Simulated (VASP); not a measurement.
A run of VASP 6.6.1 is set up as follows.

Contents of INCAR:

```
PREC = Accurate
ENCUT = 520
EDIFF = 1E-8
ISMEAR = -1
SIGMA = 0.01
LREAL = False
LASPH = True
NELM = 120
ALGO = Normal
ISIF = 2
LWAVE = False
LCHARG = False
GGA = PE
LEFG = True
NBANDS = 16
GGA_COMPAT = False
```

File KPOINTS:

```
Automatic mesh
0
Gamma
  9 9 9
```

Contents of POSCAR:

```
ZrN
1.0
    0.0000000000      2.2379966444      2.2379966444
    2.2379966444      0.0000000000      2.2379966444
    2.2379966444      2.2379966444      0.0000000000
Zr N
1 1
Direct
    0.0000000000      0.0000000000      0.0000000000
    0.5000000000      0.5000000000      0.5000000000
```

Potentials or basis: VASP PAW PBE potentials, release 64 (Zr_sv, N).

Launch:

```bash
$ cat potpaw_PBE.64/Zr_sv/POTCAR potpaw_PBE.64/N/POTCAR > POTCAR
$ mpirun -np 1 vasp_std > vasp.out
```

**Question.** What does it give for the pressure?

**Answer.** 23.5 GPa.

Caveat: without QUAD_EFG the Cq values of the log hold for a quadrupole moment of 1 mb, not for the nuclei.
